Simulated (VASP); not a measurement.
# CaCd3N (Pm-3m) in VASP: a series of runs

The runs below take CaCd3N through single point, with PBE.

Program: VASP 6.6.1. These are calculated values, not measurements. Logs are shortened: lines on timing, memory, paths and dates and some standing lists are left out, and cuts for length are marked.

## Step 1: The cell of the first run

Symmetry: Pm-3m, No. 221, cubic system. Conventional cell: a = 6.428 Å, b = 6.428 Å, c = 6.428 Å, α = 90.00°, β = 90.00°, γ = 90.00°. Within 4.2 Å of Ca (site symmetry m-3m) lie 6 Cd at 3.21 Å. Cd (site symmetry 4/mmm) has 2 Ca at 3.21 Å within 4.2 Å.

## Step 2: Single point, PBE, collinear spin, ferromagnetic start

The input, INCAR:

```
SYSTEM = CaCd3N
PREC = Accurate ; ENCUT = 600
EDIFF = 1E-6 ; ISMEAR = 0
SIGMA = 0.1 ; LREAL = .False.
LASPH = .True. ; NELM = 200
ALGO = Normal ; ISIF = 2
LWAVE = .False. ; LCHARG = .False.
ISPIN = 2 ; MAGMOM = 0 0 0 0 2.95
LORBIT = 11 ; GGA = PE
NBANDS = 38 ; GGA_COMPAT = .False.
```

The input, KPOINTS:

```
Automatic mesh
0
Gamma
  6 6 6
  0 0 0
```

The input, POSCAR:

```
CaCd3N
1.0
    6.4283292263      0.0000000000      0.0000000000
    0.0000000000      6.4283292263      0.0000000000
    0.0000000000      0.0000000000      6.4283292263
Ca Cd N
1 3 1
Direct
    0.5000000000      0.5000000000      0.5000000000
    0.0000000000      0.5000000000      0.5000000000
    0.5000000000      0.0000000000      0.5000000000
    0.5000000000      0.5000000000      0.0000000000
    0.0000000000      0.0000000000      0.0000000000
```

Potentials or basis: VASP PAW PBE potentials, release 64 (Ca_sv, Cd, N).

On the command line:

```sh
cat potpaw_PBE.64/Ca_sv/POTCAR potpaw_PBE.64/Cd/POTCAR potpaw_PBE.64/N/POTCAR > POTCAR
mpirun -np 1 vasp_std > vasp.out
```

OUTCAR:

```text
SYSTEM = CaCd3N
   PREC = Accurate
   ENCUT = 600
   EDIFF = 1E-6
   ISMEAR = 0
   LREAL = .False.
   LASPH = .True.
   NELM = 200
   ISIF = 2
   ISPIN = 2
   LORBIT = 11
   GGA = PE

 ion  position               nearest neighbor table
   1  0.500  0.500  0.500-   2 3.21   3 3.21   4 3.21   4 3.21   3 3.21   2 3.21
   2  0.000  0.500  0.500-   1 3.21   1 3.21
   3  0.500  0.000  0.500-   1 3.21   1 3.21
   4  0.500  0.500  0.000-   1 3.21   1 3.21
   5  0.000  0.000  0.000-

  LATTYP: Found a simple cubic cell.
 ALAT       =     6.4283292263

  Lattice vectors:

 A1 = (   6.4283292263,   0.0000000000,   0.0000000000)
 A2 = (   0.0000000000,   6.4283292263,   0.0000000000)
 A3 = (   0.0000000000,   0.0000000000,   6.4283292263)

Analysis of symmetry for initial positions (statically):
=====================================================================
 Subroutine PRICEL returns:
 Original cell was already a primitive cell.

 Routine SETGRP: Setting up the symmetry group for a
 simple cubic supercell.

 Subroutine GETGRP returns: Found 48 space group operations
 (whereof 48 operations were pure point group operations)
 out of a pool of 48 trial point group operations.

The static configuration has the point symmetry O_h .

Analysis of symmetry for dynamics (positions and initial velocities):
=====================================================================
 Subroutine PRICEL returns:
 Original cell was already a primitive cell.

 Routine SETGRP: Setting up the symmetry group for a
 simple cubic supercell.

 Subroutine GETGRP returns: Found 48 space group operations
 (whereof 48 operations were pure point group operations)
 out of a pool of 48 trial point group operations.

The dynamic configuration has the point symmetry O_h .

Analysis of structural, dynamic, and magnetic symmetry:
=====================================================================
 Subroutine PRICEL returns:
 Original cell was already a primitive cell.

 Routine SETGRP: Setting up the symmetry group for a
 simple cubic supercell.

 Subroutine GETGRP returns: Found 48 space group operations
 (whereof 48 operations were pure point group operations)
 out of a pool of 48 trial point group operations.

The overall configuration has the point symmetry O_h .

 Subroutine INISYM returns: Found 48 space group operations
[... 126 lines left out ...]
   IVDW    =     0    specifies the selected vdW correction
   LEPSILON=     F    determine dielectric tensor
   LRPA    =     F    only Hartree local field effects (RPA)
 spin polarized calculation
 Gauss-broadening in eV      SIGMA  =   0.10
  energy-cutoff  :      600.00
  volume of cell :      265.64
 maximum number of plane-waves:      9008
 NGX is ok and might be reduce to    54
   NGX = 25   NGY = 25   NGZ = 25

 number of electron      51.0000000 magnetization       2.4238508

 Free energy of the ion-electron system (eV)
  ---------------------------------------------------
  ext. energy  EPLUGINS =         0.00000000
  ---------------------------------------------------
  free energy    TOTEN  =        -5.56507891 eV

  energy without entropy =       -5.53834662  energy(sigma->0) =       -5.55171276

 E-fermi :  -0.8219     XC(G=0):  -6.2112

 val. band max:       -0.8345584267   @ k =   0.5000   0.1667   0.0000
 cond. band min:      -0.8149096684   @ k =   0.5000   0.3333   0.1667
 fundamental gap:      0.0196487583
 Fermi energy:        -0.8219269118

 spin component 1

 k-point     1 :       0.0000    0.0000    0.0000
  band No.  band energies     occupation
      1     -43.2008      1.00000
      2     -24.1980      1.00000
      3     -24.1980      1.00000
      4     -24.1980      1.00000
      5     -15.4541      1.00000
      6      -9.6584      1.00000
[... 789 lines left out ...]
     36       3.5886      0.00000
     37       4.3148      0.00000
 Fermi energy:        -0.8219269118

 spin component 2

 k-point     1 :       0.0000    0.0000    0.0000
  band No.  band energies     occupation
      1     -43.2229      1.00000
      2     -24.2215      1.00000
      3     -24.2215      1.00000
      4     -24.2215      1.00000
      5     -11.4660      1.00000
      6      -9.6620      1.00000
[... 789 lines left out ...]
     36       3.9784      0.00000
     37       4.2550      0.00000
 [bands above 37 left out]

------------------------ aborting loop because EDIFF is reached ----------------------------------------

  FORCE on cell =-STRESS in cart. coord.  units (eV):
  Direction    XX          YY          ZZ          XY          YZ          ZX
  --------------------------------------------------------------------------------------
  -------------------------------------------------------------------------------------
  Total       -0.0441135     -0.0441135     -0.0441135     -0.0000000     -0.0000000     -0.0000000
  in kB       -0.2660652     -0.2660652     -0.2660652     -0.0000000     -0.0000000     -0.0000000
  external PRESSURE =      -0.2660652 kB  Pullay stress =       0.0000000 kB

 VOLUME and BASIS-vectors are now :
 -----------------------------------------------------------------------------
  energy-cutoff  :      600.00
  volume of cell :      265.64
      direct lattice vectors                 reciprocal lattice vectors
     6.428329226  0.000000000  0.000000000     0.155561416  0.000000000  0.000000000
     0.000000000  6.428329226  0.000000000     0.000000000  0.155561416  0.000000000
     0.000000000  0.000000000  6.428329226     0.000000000  0.000000000  0.155561416

 POSITION                                       TOTAL-FORCE (eV/Angst)
 -----------------------------------------------------------------------------------
      3.21416      3.21416      3.21416         0.000000      0.000000      0.000000
      0.00000      3.21416      3.21416         0.000000      0.000000      0.000000
      3.21416      0.00000      3.21416         0.000000      0.000000      0.000000
      3.21416      3.21416      0.00000         0.000000      0.000000      0.000000
      0.00000      0.00000      0.00000         0.000000      0.000000      0.000000
 -----------------------------------------------------------------------------------
    total drift:                                0.000000      0.000000      0.000000

  FREE ENERGIE OF THE ION-ELECTRON SYSTEM (eV)
  ---------------------------------------------------
  free  energy   TOTEN  =        -5.5650789055 eV

  energy  without entropy=       -5.5383466176  energy(sigma->0) =       -5.55171276

 total charge

# of ion       s       p       d       tot
------------------------------------------
    1        2.095   5.834   0.160   8.088
    2        0.722   0.077   9.501  10.299
    3        0.722   0.077   9.501  10.299
    4        0.722   0.077   9.501  10.299
    5        1.349   1.944   0.000   3.293
--------------------------------------------------
tot          5.610   8.007  28.662  42.279

 magnetization (x)

# of ion       s       p       d       tot
------------------------------------------
    1       -0.002  -0.003  -0.019  -0.024
    2        0.006  -0.012   0.001  -0.005
    3        0.006  -0.012   0.001  -0.005
    4        0.006  -0.012   0.001  -0.005
    5        0.036   1.708   0.000   1.744
--------------------------------------------------
tot          0.051   1.669  -0.015   1.706
```

stdout:

```text
POSCAR found type information on POSCAR CaCdN
 POSCAR found :  3 types and       5 ions
 scaLAPACK will be used
 LDA part: xc-table for (Slater+PW92), standard interpolation
 POSCAR, INCAR and KPOINTS ok, starting setup
 FFT: planning ... GRIDC
 FFT: planning ... GRID_SOFT
 FFT: planning ... GRID
 WAVECAR not read
 entering main loop
```

Run time: 8.8 min. Hardware: 1 thread of Intel Xeon 6975P-C (Granite Rapids), shared host; peak memory 0.74 GiB.

What came out:

| Quantity | Value |
| --- | --- |
| Free energy | -5.5651 eV |
| Pressure | 0.0 GPa |
| Net moment | 2.42 μB per cell |
| Site moments | Ca -0.02; Cd -0.01; N +1.74 μB |
| Valence electrons inside the program's atomic spheres | Ca 8.09; Cd 10.30; N 3.29 |

Levels at points of the mesh, in eV from the Fermi level:
Spin up:
| k point | band 23 | band 24 | band 25 | band 26 | band 27 | band 28 | band 29 | band 30 | band 31 | band 32 |
| --- | --- | --- | --- | --- | --- | --- | --- | --- | --- | --- |
| (0.00, 0.00, 0.00) | -3.17 | -3.17 | -2.33 | -2.33 | 0.36 | 0.36 | 0.36 | 2.18 | 2.18 | 2.18 |
| (0.50, 0.00, 0.00) | -3.16 | -3.03 | -3.01 | -2.29 | 0.41 | 0.70 | 0.70 | 1.33 | 1.33 | 2.20 |
| (0.50, 0.50, 0.00) | -3.34 | -3.15 | -2.69 | -2.69 | -0.31 | 0.19 | 1.01 | 1.21 | 1.33 | 1.33 |
| (0.50, 0.50, 0.50) | -3.19 | -2.76 | -2.76 | -2.76 | -1.62 | 0.38 | 0.38 | 0.38 | 1.02 | 1.02 |
Spin down:
```csv
k point,band 20,band 21,band 22,band 23,band 24,band 25,band 26,band 27,band 28,band 29
"(0.00, 0.00, 0.00)",-8.61,-4.40,-2.38,-2.38,-0.10,-0.10,-0.10,0.78,0.78,0.78
"(0.50, 0.00, 0.00)",-8.63,-4.01,-3.06,-2.33,0.27,0.27,0.31,0.49,0.61,0.61
"(0.50, 0.50, 0.00)",-8.63,-3.43,-2.97,-2.97,-0.37,0.15,0.38,0.38,0.40,0.97
"(0.50, 0.50, 0.50)",-8.63,-2.82,-2.82,-2.82,-1.71,-0.30,-0.30,-0.30,0.98,0.98
```

## Step 3: Single point, PBE, collinear spin, ferromagnetic start

This run uses another cell than the first one, of 18.29 Å³/atom, 0.344 times its volume.

The input, INCAR:

```
PREC     = Accurate       # precision mode
ENCUT    = 600            # plane-wave cutoff, eV
EDIFF    = 1E-6           # SCF threshold, eV
ISMEAR   = 0              # smearing method
SIGMA    = 0.1            # smearing width, eV
LREAL    = False          # projectors in reciprocal space
LASPH    = True           # aspherical terms in the spheres
NELM     = 200            # most SCF steps
ALGO     = Normal         # electronic algorithm
ISIF     = 2              # what is computed and relaxed
LWAVE    = False          # write WAVECAR
LCHARG   = False          # write CHGCAR
ISPIN    = 2              # spin polarisation
MAGMOM   = 0 0 0 0 1      # initial moments
LORBIT   = 11             # projections on sites
GGA      = PE             # functional
NBANDS   = 38             # bands
GGA_COMPAT= False
```

The input, KPOINTS:

```
Automatic mesh
0
Gamma
  4 4 4
```

POSCAR, as its differences from that of step 2:

```diff
@@ -2,5 +2,5 @@
 1.0
-    6.4283292263      0.0000000000      0.0000000000
-    0.0000000000      6.4283292263      0.0000000000
-    0.0000000000      0.0000000000      6.4283292263
+    4.5052412300      0.0000000000      0.0000000000
+    0.0000000000      4.5052412300      0.0000000000
+    0.0000000000      0.0000000000      4.5052412300
 Ca Cd N
```

Potentials or basis: VASP PAW PBE potentials, release 64 (Ca_sv, Cd, N).

On the command line:

```sh
cat potpaw_PBE.64/Ca_sv/POTCAR potpaw_PBE.64/Cd/POTCAR potpaw_PBE.64/N/POTCAR > POTCAR
mpirun -np 1 vasp_std > vasp.out
```

Run time: 51 s. Hardware: 1 thread of Intel Xeon 6975P-C (Granite Rapids), shared host; peak memory 0.28 GiB.

Results (log left out):

| Quantity | Value |
| --- | --- |
| Free energy | 4.0537 eV |
| Pressure | 47.9 GPa |
| Net moment | 1.10 μB per cell |
| Site moments | Ca -0.01; Cd +0.02; N +0.84 μB |
| Valence electrons inside the program's atomic spheres | Ca 9.12; Cd 10.56; N 3.31 |

Levels at points of the mesh, in eV from the Fermi level:
Spin up:
```
           k point  band 22  band 23  band 24  band 25  band 26  band 27  band 28  band 29  band 30  band 31
(0.00, 0.00, 0.00)    -2.06    -2.06    -2.06    -1.03    -1.03     2.61     2.61     2.61     3.95     3.95
(0.50, 0.00, 0.00)    -2.92    -1.64    -1.64    -0.79    -0.36     1.66     2.04     2.04     2.79     2.79
(0.50, 0.50, 0.00)    -3.61    -3.60    -1.33    -1.30     0.45     0.45     1.36     1.55     1.55     1.65
(0.50, 0.50, 0.50)    -3.25    -3.25    -0.97    -0.97    -0.97    -0.24     0.64     0.64     0.64     1.59
```
Spin down:
| k point | band 23 | band 24 | band 25 | band 26 | band 27 | band 28 |
| --- | --- | --- | --- | --- | --- | --- |
| (0.00, 0.00, 0.00) | -1.04 | -1.01 | -1.01 | -1.01 | 3.13 | 3.13 |
| (0.50, 0.00, 0.00) | -0.79 | -0.40 | -0.40 | 1.12 | 1.71 | 2.27 |
| (0.50, 0.50, 0.00) | -3.26 | -1.32 | 0.20 | 1.36 | 1.47 | 1.47 |
| (0.50, 0.50, 0.50) | -2.78 | -1.00 | -1.00 | -1.00 | -0.31 | 1.57 |
